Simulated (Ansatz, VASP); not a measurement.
# One calculation of CdPbO2, two programs

```
Cd Pb O
1.0
     3.54666    0.00000    0.00000
    -1.77333    3.07150    0.00000
     0.00000    0.00000    5.49732
Cd Pb O
1 1 2
Direct
  0.00000 0.00000 0.50000
  0.00000 0.00000 0.00000
  0.33333 0.66667 0.25000
  0.66667 0.33333 0.75000
```

Alike in both runs: task single point; functional PBE; k mesh 6 × 6 × 4; occupations gaussian, width 0.1 eV; no spin polarisation.

|  | VASP | Ansatz |
| --- | --- | --- |
| version | VASP 6.6.1 | Ansatz 0.2.0 |
| potentials or method | VASP PAW PBE potentials, release 64 (Cd, Pb_d, O), cutoff 520 eV | scalar-relativistic, plane waves, PAW |
| valence electrons in the cell | 38 | 46 |

VASP gave:

| Property | Result |
| --- | --- |
| gap on the k mesh at the Fermi level (eV) | none |
| pressure (GPa) | 13.5 |
| traceless stress, the component that is largest in VASP (GPa) | 15.21 |
| rms of the force components (eV/Å) | 0.652 |

Question: What did Ansatz give for the same quantities?

Answer: gap on the k mesh at the Fermi level (eV): none; pressure (GPa): 13.0; traceless stress, the component that is largest in VASP (GPa): 14.95; rms of the force components (eV/Å): 0.667.

Atom by atom the forces differ by 0.015 eV/Å (rms over components). A gap of «none» marks a metal or a gap that the smearing closes. VASP's potentials hold 38 valence electrons a cell and Ansatz's 46, so a difference there can come from the potentials and not from the codes.

Spin-orbit coupling is off throughout.
